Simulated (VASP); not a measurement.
# Si16Ge (a cell with a defect) in VASP: single point with r2SCAN

Aim: the single point of Si16Ge (a cell with a defect) with r2SCAN.

Everything below comes from runs of VASP 6.6.1. Logs are shortened: lines on timing, memory, paths and dates and some standing lists are left out, and cuts for length are marked.

### Step 1. The cell of the first run

The cell holds a defect, 17 atoms: a = 7.679 Å, b = 7.679 Å, c = 7.679 Å, α = 60.00°, β = 60.00°, γ = 60.00°.

### Step 2. Single point, r2SCAN

Contents of POSCAR:

```
Si16Ge
1.0
    0.0000000000      5.4300000000      5.4300000000
    5.4300000000      0.0000000000      5.4300000000
    5.4300000000      5.4300000000      0.0000000000
Si Ge
16 1
Direct
    0.0187109576      0.0187929098     -0.0557792818
    0.1126374770      0.1127321363      0.1202260589
   -0.0029355433     -0.0028569061      0.4915972376
    0.1447501842      0.1448347145      0.5660986188
   -0.0264621547      0.5105052486      0.0059625230
    0.1126383978      0.6549201657      0.1202266114
   -0.0029369245      0.5147133517      0.4915975138
    0.1120110497      0.6266136280      0.6352788214
    0.5104249540     -0.0263798343      0.0059606814
    0.6548447514      0.1127217311      0.1202300184
    0.5146295580     -0.0028573665      0.4916008287
    0.6265348987      0.1120901473      0.6352783610
    0.5104298343      0.5105101289      0.0059591160
    0.6081104052      0.6081905157      0.1760244015
    0.4827133517      0.4827925414      0.5522150092
    0.6265337937      0.6266126151      0.6352772560
    0.3096617864      0.3097337937      1.0713912523
```

Contents of INCAR.step1:

```
SYSTEM = Si16Ge
  PREC = Accurate
  ENCUT = 520
  ISMEAR = 0
  SIGMA = 0.05
  LREAL = Auto
  LASPH = .True.
  NELM = 80
  NBANDS = 53
  GGA = PE
  ALGO = Normal
  EDIFF = 1E-4
  LWAVE = .True.
  LCHARG = .False.
```

Contents of INCAR.step2:

```
SYSTEM = Si16Ge
  PREC = Accurate
  ENCUT = 520
  EDIFF = 1E-6
  ISMEAR = 0
  SIGMA = 0.05
  LREAL = Auto
  LASPH = .True.
  NELM = 80
  ALGO = Normal
  ISIF = 2
  LWAVE = .False.
  LCHARG = .True.
  METAGGA = R2SCAN
  LMIXTAU = .True.
  LELF = .True.
  LVHAR = .True.
  NBANDS = 53
  ISTART = 1
```

Contents of KPOINTS:

```
Automatic mesh
0
Gamma
  2 2 2
  0 0 0
```

Potentials or basis: VASP PAW PBE potentials, release 64 (Si, Ge_d).

On the command line:

```console
$ cat potpaw_PBE.64/Si/POTCAR potpaw_PBE.64/Ge_d/POTCAR > POTCAR
$ cp INCAR.step1 INCAR
$ mpirun -np 1 vasp_std > vasp.out
$ cp INCAR.step2 INCAR
$ mpirun -np 1 vasp_std > vasp.out
```

OUTCAR:

```text
SYSTEM = Si16Ge
   PREC = Accurate
   ENCUT = 520
   EDIFF = 1E-6
   ISMEAR = 0
   LREAL = Auto
   LASPH = .True.
   NELM = 80
   ISIF = 2
   METAGGA = R2SCAN
   ISTART = 1

 ion  position               nearest neighbor table
   1  0.019  0.019  0.944-  10 2.31   2 2.31   6 2.31   4 2.37
   2  0.113  0.113  0.120-   1 2.31   3 2.33  17 2.42   5 2.50   9 2.50
   3  0.997  0.997  0.492-   8 2.33  12 2.33   2 2.33   4 2.34
   4  0.145  0.145  0.566-   7 2.34   3 2.34  11 2.34   1 2.37
   5  0.974  0.511  0.006-  14 2.31   8 2.33  17 2.42   2 2.50   6 2.50
   6  0.113  0.655  0.120-   1 2.31   7 2.33  17 2.42   5 2.50  13 2.50
   7  0.997  0.515  0.492-  16 2.33   8 2.33   6 2.33   4 2.34
   8  0.112  0.627  0.635-   5 2.33   3 2.33   7 2.33  15 2.34
   9  0.510  0.974  0.006-  14 2.31  12 2.33  17 2.42   2 2.50  10 2.50
  10  0.655  0.113  0.120-   1 2.31  11 2.33  17 2.42  13 2.50   9 2.50
  11  0.515  0.997  0.492-  16 2.33  12 2.33  10 2.33   4 2.34
  12  0.627  0.112  0.635-   9 2.33   3 2.33  11 2.33  15 2.34
  13  0.510  0.511  0.006-  14 2.31  16 2.33  17 2.42  10 2.50   6 2.50
  14  0.608  0.608  0.176-  13 2.31   5 2.31   9 2.31  15 2.36
  15  0.483  0.483  0.552-   8 2.34  12 2.34  16 2.34  14 2.36
  16  0.627  0.627  0.635-  13 2.33   7 2.33  11 2.33  15 2.34
  17  0.310  0.310  0.071-  13 2.42   9 2.42   5 2.42  10 2.42   6 2.42   2 2.42

  LATTYP: Found a face centered cubic cell.
 ALAT       =    10.8600000000

  Lattice vectors:

 A1 = (   0.0000000000,   5.4300000000,   5.4300000000)
 A2 = (   5.4300000000,   0.0000000000,   5.4300000000)
 A3 = (   5.4300000000,   5.4300000000,   0.0000000000)

Analysis of symmetry for initial positions (statically):
=====================================================================
 Subroutine PRICEL returns:
 Original cell was already a primitive cell.

 Routine SETGRP: Setting up the symmetry group for a
 face centered cubic supercell.

 Subroutine GETGRP returns: Found  2 space group operations
 (whereof  1 operations were pure point group operations)
 out of a pool of 48 trial point group operations.

The static configuration has the point symmetry C_1 .
 The point group associated with its full space group is C_1h.

Analysis of symmetry for dynamics (positions and initial velocities):
=====================================================================
 Subroutine PRICEL returns:
 Original cell was already a primitive cell.

 Routine SETGRP: Setting up the symmetry group for a
 face centered cubic supercell.

 Subroutine GETGRP returns: Found  2 space group operations
 (whereof  1 operations were pure point group operations)
 out of a pool of 48 trial point group operations.

The dynamic configuration has the point symmetry C_1 .
[... 121 lines left out ...]
   PSTRESS=    0.0 pullay stress
   NELECT =      78.0000    total number of electrons
   NUPDOWN=      -1.0000    fix difference up-down
   EMIN   =  10.00;   EMAX   =-10.00  energy-range for DOS
   EFERMI =   0.00;   METHOD = LEGACY
   ISMEAR =     0;   SIGMA  =   0.05  broadening in eV -4-tet -1-fermi 0-gaus
   EFERMI_NEDOS =   21; number of points for ismear=-14 and -15
   IALGO  =     38    algorithm
   IMIX   =      4    mixing-type and parameters
     AMIX     =   0.40;   BMIX     =  1.00
     AMIX_MAG =   1.60;   BMIX_MAG =  1.00
  volume/ion in A,a.u.               =      18.84       127.11
  Fermi-wavevector in a.u.,A,eV,Ry     =   1.022421  1.932096 14.222785  1.045345
  Thomas-Fermi vector in A             =   2.156100
   LORBIT       =      0    0 simple, 1 ext, 2 COOP (PROOUT), +10 PAW based schemes
   METAGGA = R2SCAN    functional components
   LHFCALC =     F    Hartree Fock is set to
   AEXX    =    0.0000 exact exchange contribution
   IVDW    =     0    specifies the selected vdW correction
   LEPSILON=     F    determine dielectric tensor
   LRPA    =     F    only Hartree local field effects (RPA)
 non-spin polarized calculation
 Gauss-broadening in eV      SIGMA  =   0.05
  energy-cutoff  :      520.00
  volume of cell :      320.21
 maximum number of plane-waves:      8646
 NGX is ok and might be reduce to    60
   NGX = 29   NGY = 29   NGZ = 29

 number of electron      78.0000000 magnetization

 Free energy of the ion-electron system (eV)
  ---------------------------------------------------
  ext. energy  EPLUGINS =         0.00000000
  ---------------------------------------------------
  free energy    TOTEN  =      -148.93295816 eV

  energy without entropy =     -148.93021952  energy(sigma->0) =     -148.93158884

 E-fermi :   6.7851     XC(G=0): -10.2544

 val. band max:        6.7345286397   @ k =   0.0000   0.0000   0.5000
 cond. band min:       6.8476099642   @ k =   0.0000   0.0000   0.0000
 fundamental gap:      0.1130813244
 Fermi energy:         6.7850556954

 k-point     1 :       0.0000    0.0000    0.0000
  band No.  band energies     occupation
      1     -18.6736      2.00000
      2     -18.6736      2.00000
      3     -18.5155      2.00000
      4     -18.5155      2.00000
      5     -18.5092      2.00000
      6      -7.0966      2.00000
[... 313 lines left out ...]
     50      10.6750      0.00000
     51      10.7842      0.00000
 [bands above 51 left out]

------------------------ aborting loop because EDIFF is reached ----------------------------------------

  FORCE on cell =-STRESS in cart. coord.  units (eV):
  Direction    XX          YY          ZZ          XY          YZ          ZX
  --------------------------------------------------------------------------------------
  -------------------------------------------------------------------------------------
  Total        9.5416056      9.5418198      9.5416056     -1.4244296      1.4244295      1.4233910
  in kB       47.7422143     47.7432863     47.7422143     -7.1272515      7.1272509      7.1220549
  external PRESSURE =      47.7425716 kB  Pullay stress =       0.0000000 kB

 VOLUME and BASIS-vectors are now :
 -----------------------------------------------------------------------------
  energy-cutoff  :      520.00
  volume of cell :      320.21
      direct lattice vectors                 reciprocal lattice vectors
     0.000000000  5.430000000  5.430000000    -0.092081031  0.092081031  0.092081031
     5.430000000  0.000000000  5.430000000     0.092081031 -0.092081031  0.092081031
     5.430000000  5.430000000  0.000000000     0.092081031  0.092081031 -0.092081031

 POSITION                                       TOTAL-FORCE (eV/Angst)
 -----------------------------------------------------------------------------------
      5.22916      5.22872      0.20365        -0.003623     -0.003496      0.003623
      1.26496      1.26445      1.22376         0.007416      0.008165     -0.001535
      8.08386      8.08343     10.82855        -0.003690     -0.003630     -0.000625
      3.86037      3.85991      1.57245         0.009330      0.008627     -0.009330
      2.80442      5.31869      8.05835         0.003903     -0.002700     -0.003903
      4.20905      1.26446      4.16784         0.001535      0.008165     -0.007416
[... 9 lines left out ...]
      6.85206      6.85163      6.80458        -0.000499     -0.000452      0.018234
      2.06951      2.06912      3.36332         0.007057      0.006758     -0.007057
 -----------------------------------------------------------------------------------
    total drift:                                0.008634     -0.000566      0.007833

  FREE ENERGIE OF THE ION-ELECTRON SYSTEM (eV)
  ---------------------------------------------------
  free  energy   TOTEN  =      -148.9329581630 eV

  energy  without entropy=     -148.9302195230  energy(sigma->0) =     -148.93158884
```

OUTCAR.step1:

```text
SYSTEM = Si16Ge
   PREC = Accurate
   ENCUT = 520
   ISMEAR = 0
   LREAL = Auto
   LASPH = .True.
[... 578 lines left out ...]
      4.20905      1.26446      4.16784         0.113226     -0.077861      0.078503
[... 9 lines left out ...]
      6.85206      6.85163      6.80458        -0.016407     -0.016386     -0.022675
      2.06951      2.06912      3.36332         0.016440      0.016308     -0.016440
 -----------------------------------------------------------------------------------
    total drift:                                0.010285      0.000203      0.008414

  FREE ENERGIE OF THE ION-ELECTRON SYSTEM (eV)
  ---------------------------------------------------
  free  energy   TOTEN  =       -86.3322289408 eV

  energy  without entropy=      -86.3254737964  energy(sigma->0) =      -86.32885137
```

Wall time 4.9 min (1 thread of Intel Xeon 6975P-C (Granite Rapids), shared host); peak memory 0.55 GiB.

What came out:

```
Free energy            : -148.9330 eV
Pressure               : 4.8 GPa
Largest force          : 0.024 eV/Å
Band gap on the k mesh : 0.11 eV
```

Forces in eV/Å, atoms in the order of the input:
```
Si  -0.004 -0.003  0.004
Si   0.007  0.008 -0.002
Si  -0.004 -0.004 -0.001
Si   0.009  0.009 -0.009
Si   0.004 -0.003 -0.004
Si   0.002  0.008 -0.007
Si   0.001 -0.004  0.004
Si  -0.001 -0.018  0.001
Si  -0.003  0.004 -0.004
Si   0.008  0.002 -0.008
Si  -0.003  0.001  0.003
Si  -0.018  0.000  0.000
Si   0.004  0.004  0.003
Si  -0.014 -0.015  0.014
Si   0.005  0.005 -0.005
Si   0.000  0.000  0.018
Ge   0.007  0.007 -0.007
```

Levels at points of the mesh, in eV from the valence-band top:
```csv
k point,band 37,band 38,band 39,band 40,band 41,band 42
"(0.00, 0.00, 0.00)",-0.61,-0.61,-0.60,0.11,0.11,0.41
"(0.50, 0.00, 0.00)",-1.45,-0.83,-0.36,0.37,0.91,1.09
"(0.00, 0.50, 0.00)",-1.45,-0.83,-0.36,0.37,0.91,1.09
"(0.00, 0.00, 0.50)",-1.38,-1.38,0.00,0.66,0.66,1.40
"(0.50, 0.50, 0.00)",-1.88,-0.50,-0.21,0.62,1.56,1.68
"(0.50, 0.00, 0.50)",-1.88,-0.50,-0.21,0.62,1.56,1.68
```

Caveat: the k points lie up to 0.50 Å⁻¹ apart; the PAW data sets were made with another functional, which shifts forces and pressure a little.
